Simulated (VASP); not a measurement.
# TiSi (Cmmm) in VASP: a series of runs

TiSi is run at these levels: PBEsol; tasks: relaxation of shape and atoms at fixed volume, single point.

All numbers are computed with VASP 6.6.1; they aren't measurements. Logs are shortened: lines on timing, memory, paths and dates and some standing lists are left out, and cuts for length are marked.

### 1 The cell of the first run

It takes space group Cmmm (No. 65, orthorhombic). The conventional cell has a = 3.564 Å, b = 4.101 Å, c = 3.751 Å, α = 90.00°, β = 90.00°, γ = 90.00°. Ti (site symmetry mmm) has 8 Si at 2.59 to 2.78 Å and 4 Ti at 2.72 Å within 3.4 Å. Si (site symmetry mmm) has 8 Ti at 2.59 to 2.78 Å and 4 Si at 2.72 Å within 3.4 Å.

### 2 Relaxation of shape and atoms at fixed volume, PBEsol (13.71 Å³/atom)

File INCAR:

```
SYSTEM = TiSi
PREC     = Accurate       ! precision mode
ENCUT    = 500            ! plane-wave cutoff, eV
EDIFF    = 1E-7           ! SCF threshold, eV
ISMEAR   = 0              ! smearing method
SIGMA    = 0.1            ! smearing width, eV
LREAL    = .FALSE.        ! projectors in reciprocal space
LASPH    = .TRUE.         ! aspherical terms in the spheres
NELM     = 120            ! most SCF steps
ALGO     = Normal         ! electronic algorithm
ISIF     = 4              ! what is computed and relaxed
LWAVE    = .FALSE.        ! write WAVECAR
LCHARG   = .FALSE.        ! write CHGCAR
GGA      = PS             ! functional
IBRION   = 2              ! ionic algorithm
NSW      = 50             ! ionic steps
EDIFFG   = -0.01          ! ionic threshold
GGA_COMPAT= .FALSE.      
NELMIN   = 4
```

File KPOINTS:

```
Automatic mesh
0
G
  10 6 10
  0 0 0
```

File POSCAR:

```
TiSi
1.0
    3.5644175822      0.0000000000      0.0000000000
    0.0000000000      7.5020085928      0.0000000000
    0.0000000000      0.0000000000      4.1010478999
Ti Si
4 4
Direct
    0.0000000000      0.5000000000      0.0507574441
    0.5000000000      0.5000000000      0.5507434942
    0.5000000000      0.0000000000      0.5507465083
    0.0000000000      0.0000000000      0.0507528502
    0.0000000000      0.7499993729      0.5507483870
    0.0000000000      0.2500006271      0.5507483870
    0.5000000000      0.2499997041      0.0507514646
    0.5000000000      0.7500002959      0.0507514646
```

Potentials or basis: VASP PAW PBE potentials, release 64 (Ti_sv, Si).

Command:

```sh
$ cat potpaw_PBE.64/Ti_sv/POTCAR potpaw_PBE.64/Si/POTCAR > POTCAR
$ mpirun -np 1 vasp_std > vasp.out
```

OUTCAR:

```text
SYSTEM = TiSi
   PREC = Accurate
   ENCUT = 500
   EDIFF = 1E-7
   ISMEAR = 0
   LREAL = .FALSE.
   LASPH = .TRUE.
   NELM = 120
   ISIF = 4
   GGA = PS
   IBRION = 2
   NSW = 50
   EDIFFG = -0.01
   NELMIN = 4

 ion  position               nearest neighbor table
   1  0.000  0.500  0.051-   7 2.59   8 2.59   7 2.59   8 2.59   2 2.72   2 2.72   2 2.72   2 2.72
                             6 2.78   5 2.78   5 2.78   6 2.78
   2  0.500  0.500  0.551-   5 2.59   6 2.59   5 2.59   6 2.59   1 2.72   1 2.72   1 2.72   1 2.72
                             7 2.78   8 2.78   8 2.78   7 2.78
   3  0.500  0.000  0.551-   5 2.59   6 2.59   5 2.59   6 2.59   4 2.72   4 2.72   4 2.72   4 2.72
                             7 2.78   8 2.78   8 2.78   7 2.78
   4  0.000  0.000  0.051-   7 2.59   8 2.59   7 2.59   8 2.59   3 2.72   3 2.72   3 2.72   3 2.72
                             6 2.78   5 2.78   5 2.78   6 2.78
   5  0.000  0.750  0.551-   2 2.59   2 2.59   3 2.59   3 2.59   8 2.72   8 2.72   8 2.72   8 2.72
                             1 2.78   4 2.78   4 2.78   1 2.78
   6  0.000  0.250  0.551-   2 2.59   2 2.59   3 2.59   3 2.59   7 2.72   7 2.72   7 2.72   7 2.72
                             1 2.78   4 2.78   4 2.78   1 2.78
   7  0.500  0.250  0.051-   4 2.59   4 2.59   1 2.59   1 2.59   6 2.72   6 2.72   6 2.72   6 2.72
                             2 2.78   3 2.78   3 2.78   2 2.78
   8  0.500  0.750  0.051-   4 2.59   4 2.59   1 2.59   1 2.59   5 2.72   5 2.72   5 2.72   5 2.72
                             2 2.78   3 2.78   3 2.78   2 2.78
[... 8 lines left out ...]
 A1 = (  -3.5644175822,   0.0000000000,   0.0000000000)
 A2 = (   0.0000000000,   0.0000000000,   4.1010478999)
 A3 = (   0.0000000000,   7.5020085928,   0.0000000000)

Analysis of symmetry for initial positions (statically):
=====================================================================
 Subroutine PRICEL returns following result:

  LATTYP: Found a simple orthorhombic cell.
 ALAT       =     3.5644175822
 B/A-ratio  =     1.0523470413
 C/A-ratio  =     1.1505520342

  Lattice vectors:

 A1 = (   3.5644175822,   0.0000000000,   0.0000000000)
 A2 = (   0.0000000000,   3.7510042964,   0.0000188398)
 A3 = (   0.0000000000,   0.0000000000,   4.1010478999)

   2 primitive cells build up your supercell.

 Routine SETGRP: Setting up the symmetry group for a
 simple orthorhombic supercell.

 Subroutine GETGRP returns: Found  8 space group operations
 (whereof  4 operations were pure point group operations)
 out of a pool of  8 trial point group operations.

The static configuration has the point symmetry C_2v.
 The point group associated with its full space group is D_2h.

[... 140 lines left out ...]
   NELECT =      64.0000    total number of electrons
   NUPDOWN=      -1.0000    fix difference up-down
   EMIN   =  10.00;   EMAX   =-10.00  energy-range for DOS
   EFERMI =   0.00;   METHOD = LEGACY
   ISMEAR =     0;   SIGMA  =   0.10  broadening in eV -4-tet -1-fermi 0-gaus
   EFERMI_NEDOS =   21; number of points for ismear=-14 and -15
   IALGO  =     38    algorithm
   IMIX   =      4    mixing-type and parameters
     AMIX     =   0.40;   BMIX     =  1.00
     AMIX_MAG =   1.60;   BMIX_MAG =  1.00
  volume/ion in A,a.u.               =      13.71        92.51
  Fermi-wavevector in a.u.,A,eV,Ry     =   1.368089  2.585314 25.465600  1.871669
  Thomas-Fermi vector in A             =   2.494084
   LORBIT       =      0    0 simple, 1 ext, 2 COOP (PROOUT), +10 PAW based schemes
   GGA     = PS    functional components
   LHFCALC =     F    Hartree Fock is set to
   AEXX    =    0.0000 exact exchange contribution
   IVDW    =     0    specifies the selected vdW correction
   LEPSILON=     F    determine dielectric tensor
   LRPA    =     F    only Hartree local field effects (RPA)
 conjugate gradient relaxation of ions
 non-spin polarized calculation
 Gauss-broadening in eV      SIGMA  =   0.10
  energy-cutoff  :      500.00
  volume of cell :      109.66
 maximum number of plane-waves:      2810
 NGX is ok and might be reduce to    28
   NGX = 13   NGY = 27   NGZ = 15

--------------------------------------- Ionic step        1  -------------------------------------------

 number of electron      64.0000024 magnetization

 Free energy of the ion-electron system (eV)
  ---------------------------------------------------
  ext. energy  EPLUGINS =         0.00000000
  ---------------------------------------------------
  free energy    TOTEN  =       -61.27140022 eV

  energy without entropy =      -61.25032630  energy(sigma->0) =      -61.26086326

------------------------ aborting loop because EDIFF is reached ----------------------------------------

  FORCE on cell =-STRESS in cart. coord.  units (eV):
  Direction    XX          YY          ZZ          XY          YZ          ZX
  --------------------------------------------------------------------------------------
  -------------------------------------------------------------------------------------
  Total        3.4193666      3.7351080      2.7103489      0.0000000      0.0000000      0.0000000
  in kB       49.9568758     54.5698514     39.5981412      0.0000000      0.0000000      0.0000000
  external PRESSURE =      48.0416228 kB  Pullay stress =       0.0000000 kB
[... 197 lines left out ...]
--------------------------------------- Ionic step        6  -------------------------------------------

 number of electron      64.0000029 magnetization

 Free energy of the ion-electron system (eV)
  ---------------------------------------------------
  ext. energy  EPLUGINS =         0.00000000
  ---------------------------------------------------
  free energy    TOTEN  =       -61.27571285 eV

  energy without entropy =      -61.25545650  energy(sigma->0) =      -61.26558468

 E-fermi :  10.8898     XC(G=0): -12.1371

 val. band max:       10.8864302886   @ k =   0.4000   0.3333   0.2000
 cond. band min:      10.8911064389   @ k =   0.4000   0.0000   0.0000
 fundamental gap:      0.0046761502
 Fermi energy:        10.8897513470

 k-point     1 :       0.0000    0.0000    0.0000
  band No.  band energies     occupation
      1     -45.4804      2.00000
      2     -45.4782      2.00000
      3     -45.2883      2.00000
      4     -45.2866      2.00000
      5     -22.0979      2.00000
      6     -22.0923      2.00000
[... 973 lines left out ...]
     37      12.9197      0.00000
     38      12.9198      0.00000

 [... further k-points ...]

------------------------ aborting loop because EDIFF is reached ----------------------------------------

  FORCE on cell =-STRESS in cart. coord.  units (eV):
  Direction    XX          YY          ZZ          XY          YZ          ZX
  --------------------------------------------------------------------------------------
  -------------------------------------------------------------------------------------
  Total        3.0545170      3.0611652      3.0458651      0.0000000      0.0000000      0.0000000
  in kB       44.6264313     44.7235603     44.5000272      0.0000000      0.0000000      0.0000000
  external PRESSURE =      44.6166729 kB  Pullay stress =       0.0000000 kB
[... 23 lines left out ...]
  FREE ENERGIE OF THE ION-ELECTRON SYSTEM (eV)
  ---------------------------------------------------
  free  energy   TOTEN  =       -61.2757128544 eV

  energy  without entropy=      -61.2554565041  energy(sigma->0) =      -61.26558468

 reached required accuracy - stopping structural energy minimisation
```

OSZICAR:

```text
N       E                     dE             d eps       ncg     rms          rms(c)
DAV:   1     0.758165620336E+03    0.75817E+03   -0.29227E+04 10944   0.186E+03
DAV:   2     0.396073060000E+02   -0.71856E+03   -0.70351E+03 10944   0.571E+02
DAV:   3    -0.564965785742E+02   -0.96104E+02   -0.92658E+02 17460   0.174E+02
[... 55 lines left out ...]
DAV:   3    -0.612757100690E+02    0.33194E-03   -0.74970E-04 15504   0.252E-01    0.163E-02
DAV:   4    -0.612757137703E+02   -0.37013E-05   -0.14489E-04 13538   0.859E-02    0.651E-03
DAV:   5    -0.612757131316E+02    0.63865E-06   -0.51805E-06 16310   0.168E-02    0.388E-03
DAV:   6    -0.612757128627E+02    0.26897E-06   -0.94412E-07 13560   0.641E-03    0.111E-03
DAV:   7    -0.612757128544E+02    0.83101E-08   -0.71683E-08  8092   0.207E-03
   6 F= -.61275713E+02 E0= -.61265585E+02  d E =-.482866E-03
```

CONTCAR:

```text
TiSi
   1.00000000000000
     3.5826662055708178    0.0000000000000000    0.0000000000000000
     0.0000000000000000    7.5392024751241200    0.0000000000000000
     0.0000000000000000    0.0000000000000000    4.0600298087551829
  Ti              Si
     4     4
Direct
     0.0000000000000000    0.5000000000000000    0.0507601102314164
     0.5000000000000000    0.5000000000000000    0.5507408280685827
     0.5000000000000000    0.0000000000000000    0.5507438421685852
     0.0000000000000000    0.0000000000000000    0.0507555163314146
     0.0000000000000000    0.7499993728999996    0.5507480595788007
     0.0000000000000000    0.2500006271000004    0.5507480595788007
     0.5000000000000000    0.2499997040999986    0.0507517920211955
     0.5000000000000000    0.7500002959000014    0.0507517920211955

  0.00000000E+00  0.00000000E+00  0.00000000E+00
  0.00000000E+00  0.00000000E+00  0.00000000E+00
  0.00000000E+00  0.00000000E+00  0.00000000E+00
  0.00000000E+00  0.00000000E+00  0.00000000E+00
  0.00000000E+00  0.00000000E+00  0.00000000E+00
  0.00000000E+00  0.00000000E+00  0.00000000E+00
  0.00000000E+00  0.00000000E+00  0.00000000E+00
  0.00000000E+00  0.00000000E+00  0.00000000E+00
```

Wall time 15 min (1 thread of Intel Xeon 6975P-C (Granite Rapids), shared host); peak memory 0.52 GiB.

What came out:

```
Free energy               : -61.2757 eV
Energy gained by relaxing : 0.5 meV/atom
Ionic steps               : 6
Pressure after relaxing   : 4.5 GPa
Band gap on the k mesh    : zero (bands 32 and 33 overlap by 1.10 eV)
```

Step by step:
| step | energy change (eV) | largest force (eV/Å) | pressure (GPa) | volume (Å³) |
| --- | --- | --- | --- | --- |
| 1 | 0.0000 | 0.0004 | 4.80 | 109.66 |
| 2 | -0.0026 | 0.0000 | 4.66 | 109.66 |
| 3 | -0.0038 | 0.0005 | 4.51 | 109.66 |
| 4 | -0.0038 | 0.0005 | 4.49 | 109.66 |
| 5 | -0.0042 | 0.0001 | 4.47 | 109.66 |
| 6 | -0.0043 | 0.0007 | 4.46 | 109.66 |

Final structure:
```
Ti Si
1.0
     3.58267    0.00000    0.00000
     0.00000    7.53920    0.00000
     0.00000    0.00000    4.06003
Ti Si
4 4
Cartesian
  0.0000 3.7696 0.2061
  1.7913 3.7696 2.2360
  1.7913 0.0000 2.2360
  0.0000 0.0000 0.2061
  0.0000 5.6544 2.2361
  0.0000 1.8848 2.2361
  1.7913 1.8848 0.2061
  1.7913 5.6544 0.2061
```

Caveat: the PAW data sets were made with another functional, which shifts forces and pressure a little.

### 3 Single point, PBEsol (14.56 Å³/atom)

This run uses another cell than the first one, of 14.56 Å³/atom.

File INCAR:

```
SYSTEM = TiSi
ALGO = Normal ; EDIFF = 1E-6
ENCUT = 520 ; GGA = PS
ISIF = 2 ; ISMEAR = 0
LASPH = .TRUE. ; LCHARG = .FALSE.
LREAL = .FALSE. ; LWAVE = .FALSE.
NBANDS = 42 ; NELM = 80
PREC = Accurate ; SIGMA = 0.1
```

File KPOINTS:

```
k-points
0
G
  10 6 10
  0 0 0
```

File POSCAR:

```
TiSi
1.0
    3.6228885162      0.0000000000      0.0000000000
    0.0000000000      7.6199608108      0.0000000000
    0.0000000000      0.0000000000      4.2181183314
Ti Si
4 4
Direct
    0.0000000000      0.5000000000      0.0507500000
    0.5000000000      0.5000000000      0.5507500000
    0.5000000000      0.0000000000      0.5507500000
    0.0000000000      0.0000000000      0.0507500000
    0.0000000000      0.7500000000      0.5507500000
    0.0000000000      0.2500000000      0.5507500000
    0.5000000000      0.2500000000      0.0507500000
    0.5000000000      0.7500000000      0.0507500000
```

Potentials or basis: VASP PAW PBE potentials, release 64 (Ti_sv, Si).

Command:

```sh
$ cat potpaw_PBE.64/Ti_sv/POTCAR potpaw_PBE.64/Si/POTCAR > POTCAR
$ mpirun -np 1 vasp_std > vasp.out
```

Run time: 4.4 min. Hardware: 1 thread of Intel Xeon 6975P-C (Granite Rapids), shared host; peak memory 0.59 GiB.

Results (log left out):

| Quantity | Value |
| --- | --- |
| Free energy | -61.2832 eV |
| Pressure | -3.8 GPa |
| Band gap on the k mesh | zero (bands 32 and 33 overlap by 1.00 eV) |

Stress tensor (GPa, compression positive):
```
-3.77  0.00  0.00
 0.00 -3.71  0.00
 0.00  0.00 -3.83
```

Levels at points of the mesh, in eV from the Fermi level:
```tsv
k point	band 29	band 30	band 31	band 32	band 33	band 34	band 35	band 36
(0.00, 0.00, 0.00)	-1.29	-1.13	-0.89	-0.84	-0.33	0.54	0.66	1.69
(0.50, 0.00, 0.00)	-2.20	-2.20	-0.35	-0.35	0.02	0.02	0.62	0.62
(0.00, 0.50, 0.00)	-0.99	-0.99	-0.15	-0.15	0.53	0.53	0.54	0.54
(0.50, 0.50, 0.00)	-1.59	-1.59	-1.59	-1.59	0.22	0.22	0.22	0.22
(0.00, 0.00, 0.50)	-0.74	-0.74	0.58	0.58	0.60	0.60	0.80	0.80
(0.50, 0.00, 0.50)	-1.73	-1.73	-0.84	-0.84	1.37	1.37	1.67	1.67
(0.00, 0.50, 0.50)	-0.57	-0.57	-0.57	-0.57	0.75	0.75	0.75	0.75
(0.50, 0.50, 0.50)	-1.03	-1.03	-1.03	-1.03	1.73	1.73	1.73	1.73
```

Caveat: the cell stands under tension; the PAW data sets were made with another functional, which shifts forces and pressure a little.

### 4 Single point, PBEsol (14.98 Å³/atom)

This run uses another cell than the first one, of 14.98 Å³/atom.

File INCAR:

```
PREC = Accurate
ENCUT = 520
EDIFF = 1E-6
ISMEAR = 0
SIGMA = 0.1
LREAL = F
LASPH = T
NELM = 60
ALGO = Normal
ISIF = 2
LWAVE = F
LCHARG = T
GGA = PS
LELF = T
LVHAR = T
NBANDS = 42
```

File KPOINTS:

```
regular mesh
0
Gamma
  10 6 10
```

Changes to POSCAR since step 3:

```diff
@@ -2,5 +2,5 @@
 1.0
-    3.6228885162      0.0000000000      0.0000000000
-    0.0000000000      7.6199608108      0.0000000000
-    0.0000000000      0.0000000000      4.2181183314
+    3.6491438507      0.0000000000      0.0000000000
+    0.0000000000      7.6588154397      0.0000000000
+    0.0000000000      0.0000000000      4.2878789801
 Ti Si
```

Command:

```sh
$ cat potpaw_PBE.64/Ti_sv/POTCAR potpaw_PBE.64/Si/POTCAR > POTCAR
$ mpirun -np 1 vasp_std > vasp.out
```

Wall time 4.6 min (1 thread of Intel Xeon 6975P-C (Granite Rapids), shared host); peak memory 0.6 GiB.

Results (log left out):

```
Free energy            : -61.1678 eV
Pressure               : -7.1 GPa
Band gap on the k mesh : zero (bands 32 and 33 overlap by 0.90 eV)
```

Stress tensor (GPa, compression positive):
```
-7.07  0.00  0.00
 0.00 -7.01  0.00
 0.00  0.00 -7.14
```

Levels at points of the mesh, in eV from the Fermi level:
```tsv
k point	band 28	band 29	band 30	band 31	band 32	band 33	band 34	band 35	band 36	band 37
(0.00, 0.00, 0.00)	-1.41	-1.23	-1.05	-0.81	-0.76	-0.26	0.58	0.58	1.61	1.67
(0.50, 0.00, 0.00)	-2.18	-2.17	-2.17	-0.40	-0.40	-0.01	-0.01	0.64	0.64	1.31
(0.00, 0.50, 0.00)	-1.25	-0.91	-0.91	-0.08	-0.08	0.52	0.52	0.56	0.56	1.00
(0.50, 0.50, 0.00)	-2.28	-1.59	-1.59	-1.59	-1.59	0.22	0.22	0.22	0.22	1.94
(0.00, 0.00, 0.50)	-1.71	-0.68	-0.68	0.49	0.49	0.61	0.61	0.77	0.77	0.82
(0.50, 0.00, 0.50)	-2.58	-1.69	-1.69	-0.82	-0.82	1.37	1.37	1.64	1.64	1.78
(0.00, 0.50, 0.50)	-1.32	-0.50	-0.50	-0.50	-0.50	0.71	0.71	0.71	0.71	0.75
(0.50, 0.50, 0.50)	-2.67	-1.00	-1.00	-1.00	-1.00	1.70	1.70	1.70	1.70	2.00
```

Caveat: the cell stands under tension; the PAW data sets were made with another functional, which shifts forces and pressure a little.

### 5 Summary

```csv
task,cell,cutoff (eV),gap on the mesh (eV),pressure (GPa)
relaxation of shape and atoms at fixed volume,"relaxed from a = 3.564, b = 7.502, c = 4.101 Å, 8 atoms",500,none,4.5
single point,"a = 3.623, b = 7.620, c = 4.218 Å, 8 atoms",520,none,-3.8
single point,"a = 3.649, b = 7.659, c = 4.288 Å, 8 atoms",520,none,-7.1
```

Alike in all rows: level PBEsol; potentials or basis VASP PAW PBE potentials, release 64 (Ti_sv, Si); no spin polarisation; k mesh 10 × 6 × 10; smearing gaussian 0.1 eV.

Caveats: the PAW data sets were made with another functional, which shifts forces and pressure a little; the cell stands under tension (at least some runs).

Total energies depend on the potentials used, so only differences within one code and one set of settings carry meaning.
